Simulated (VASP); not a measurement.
A run of VASP 6.6.1 is set up as follows.

The input INCAR:

```
SYSTEM = ZrB2
PREC = Accurate ; ENCUT = 520
EDIFF = 1E-6 ; ISMEAR = 0
SIGMA = 0.15 ; LREAL = .FALSE.
LASPH = .TRUE. ; NELM = 80
ALGO = Normal ; ISIF = 2
LWAVE = .FALSE. ; LCHARG = .FALSE.
GGA = PS ; NBANDS = 16
```

File KPOINTS:

```
Automatic mesh
0
G
  15 15 12
  0 0 0
```

Contents of POSCAR:

```
ZrB2
1.0
    3.1548382285      0.0000000000      0.0000000000
   -1.5774191143      2.7321700507      0.0000000000
    0.0000000000      0.0000000000      3.5652000000
Zr B
1 2
Direct
    0.0000000000      0.0000000000      0.0000000000
    0.3333333333      0.6666666667      0.5000000000
    0.6666666667      0.3333333333      0.5000000000
```

Potentials or basis: VASP PAW PBE potentials, release 64 (Zr_sv, B).

Run with:

```console
$ cat potpaw_PBE.64/Zr_sv/POTCAR potpaw_PBE.64/B/POTCAR > POTCAR
$ mpirun -np 1 vasp_std > vasp.out
```

Q: Estimate the band gap on the k mesh.

A: Zero (bands 9 and 10 overlap by 0.97 eV).

Q: Estimate the pressure.

A: -3.4 GPa.

Stress tensor (GPa, compression positive):
```
-1.70  0.00  0.00
 0.00 -1.70  0.00
 0.00  0.00 -6.92
```

Caveat: the cell stands under tension; the PAW data sets were made with another functional, which shifts forces and pressure a little.
